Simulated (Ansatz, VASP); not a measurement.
Given: the input of a run of Ansatz 0.2.0 on AlCd.

Contents of input.yaml:

```yaml
crystal:
  lattice:
    - [1.9072421893, 1.1011467865, 3.1652062784]
    - [-1.9072421893, 1.1011467865, 3.1652062784]
    - [0.0, -2.202293583, 3.1652062784]
  atoms:
    - { symbol: Al, position: [0.5, 0.5, 0.5] }
    - { symbol: Cd, position: [0.0, 0.0, 0.0] }
kpoints:
  mp_grid: { grid: [9, 9, 9] }
scf:
  occupations: { method: fermi_dirac, width: 0.05 }
hamiltonian:
  xc: pbe
  pseudopotentials: { kind: all_electron, lapw: { basis_error: 0.0005 } }
output:
  forces: true
  stress: true
  eigenvalues: true
```

Potentials or basis: all-electron LAPW, scalar-relativistic.

Launch:

```console
$ ansatz run input.yaml --threads 1 --pin off --max-ram 3072MiB --backend cpu --events-out ev --progress --plain --runs-dir out
```

Task: Translate it to VASP 6.6.1. Potentials there: VASP PAW PBE potentials, release 64 (Al, Cd).

Result: As run (the cutoff follows the program's own potentials):

The input INCAR:

```
ALGO     = Fast           # electronic algorithm
EDIFF    = 1E-6           # SCF threshold, eV
ENCUT    = 520            # plane-wave cutoff, eV
GGA      = PE             # functional
ISIF     = 2              # what is computed and relaxed
ISMEAR   = -1             # smearing method
LASPH    = True           # aspherical terms in the spheres
LCHARG   = True           # write CHGCAR
LELF     = True           # ELF
LREAL    = False          # projectors in reciprocal space
LVHAR    = True         
LWAVE    = False          # write WAVECAR
NBANDS   = 14             # bands
NELM     = 100            # most SCF steps
PREC     = Accurate       # precision mode
SIGMA    = 0.05           # smearing width, eV
```

File KPOINTS:

```
k-points
0
Gamma
  9 9 9
```

The input POSCAR:

```
AlCd
1.0
    1.9072421893      1.1011467865      3.1652062784
   -1.9072421893      1.1011467865      3.1652062784
    0.0000000000     -2.2022935830      3.1652062784
Al Cd
1 1
Direct
    0.5000000000      0.5000000000      0.5000000000
    0.0000000000      0.0000000000      0.0000000000
```

Potentials or basis: VASP PAW PBE potentials, release 64 (Al, Cd).

The run is started by

```bash
$ cat potpaw_PBE.64/Al/POTCAR potpaw_PBE.64/Cd/POTCAR > POTCAR
$ mpirun -np 1 vasp_std > vasp.out
```

Both were run:

|  | VASP | Ansatz | Ansatz less VASP |
| --- | --- | --- | --- |
| gap on the k mesh at the Fermi level (eV) | none | none | - |
| pressure (GPa) | 9.4 | 9.1 | -0.23 |
| traceless stress, the component that is largest in VASP (GPa) | -0.14 | -0.10 | +0.033 |

A gap of «none» marks a metal or a gap that the smearing closes. Ansatz ran all-electron here, and VASP with PAW potentials.
